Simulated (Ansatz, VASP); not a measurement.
**One calculation of ZrPdSe4, two programs**

Contents of INCAR:

```
SYSTEM = ZrPdSe4
PREC     = Accurate       ! precision mode
ENCUT    = 520            ! plane-wave cutoff, eV
EDIFF    = 1E-6           ! SCF threshold, eV
ISMEAR   = 0              ! smearing method
SIGMA    = 0.1            ! smearing width, eV
LREAL    = .FALSE.        ! projectors in reciprocal space
LASPH    = .TRUE.         ! aspherical terms in the spheres
NELM     = 150            ! most SCF steps
ALGO     = Normal         ! electronic algorithm
ISIF     = 2              ! what is computed and relaxed
LWAVE    = .FALSE.        ! write WAVECAR
LCHARG   = .TRUE.         ! write CHGCAR
ISPIN    = 2              ! spin polarisation
MAGMOM   = 0 1 0 0 0 0    ! initial moments
LORBIT   = 11             ! projections on sites
LMAXMIX  = 4              ! l up to which the mixer works
GGA      = PE             ! functional
LELF     = .TRUE.         ! ELF
LVHAR    = .TRUE.       
NBANDS   = 36             ! bands
```

File KPOINTS:

```
regular mesh
0
G
  6 6 4
  0 0 0
```

POSCAR

```
ZrPdSe4
1.0
    4.9278109885      0.0000000000      0.0000000000
   -2.4639054943      4.2676095011      0.0000000000
    0.0000000000      0.0000000000      5.7459167424
Zr Pd Se
1 1 4
Direct
    0.0000000000      0.0000000000      0.5000000000
    0.0000000000      0.0000000000      0.0000000000
    0.6666666667      0.3333333333      0.2748661719
    0.3333333333      0.6666666667      0.7251338281
    0.3333333333      0.6666666667      0.2748661719
    0.6666666667      0.3333333333      0.7251338281
```

Input for Ansatz:

```yaml
crystal:
  lattice:
    - [4.9278109885, 0.0, 0.0]
    - [-2.4639054943, 4.2676095011, 0.0]
    - [0.0, 0.0, 5.7459167424]
  atoms:
    - { symbol: Zr, position: [0.0, 0.0, 0.5] }
    - { symbol: Pd, position: [0.0, 0.0, 0.0], spin: 1.0 }
    - { symbol: Se, position: [0.6666666667, 0.3333333333, 0.2748661719] }
    - { symbol: Se, position: [0.3333333333, 0.6666666667, 0.7251338281] }
    - { symbol: Se, position: [0.3333333333, 0.6666666667, 0.2748661719] }
    - { symbol: Se, position: [0.6666666667, 0.3333333333, 0.7251338281] }
basis:
  ecutwfc: 420
kpoints:
  mp_grid: { grid: [6, 6, 4] }
hamiltonian:
  xc: pbe
scf:
  occupations: { method: gaussian, width: 0.1 }
  lower_state_search: "off"
output:
  forces: true
  stress: true
  eigenvalues: true
  populations: true
magnetization:
  spin_polarized: true
```

Change from the starting cell: species swapped into the MgAlB4 type (P6/mmm, No. 191).

Alike in both runs: task single point; functional PBE; k mesh 6 × 6 × 4; occupations gaussian, width 0.1 eV; collinear spin.

|  | VASP | Ansatz |
| --- | --- | --- |
| version | VASP 6.6.1 | Ansatz 0.2.0 |
| potentials or method | VASP PAW PBE potentials, release 64 (Zr_sv, Pd, Se), cutoff 520 eV | scalar-relativistic, plane waves, PAW |
| valence electrons in the cell | 46 | 94 |

|  | VASP | Ansatz | Ansatz less VASP |
| --- | --- | --- | --- |
| gap on the k mesh at the Fermi level (eV) | none | none | - |
| pressure (GPa) | 0.1 | 0.0 | -0.05 |
| traceless stress, the component that is largest in VASP (GPa) | -0.13 | -0.14 | -0.016 |
| rms of the force components (eV/Å) | 0.011 | 0.006 | -0.0048 |
| net moment per atom (μB) | 0.00 | 0.00 | -0.002 |

Atom by atom the forces differ by 0.005 eV/Å (rms over components). A gap of «none» marks a metal or a gap that the smearing closes. VASP's potentials hold 46 valence electrons a cell and Ansatz's 94, so a difference there can come from the potentials and not from the codes. Ansatz's warnings: seeded moment not kept.
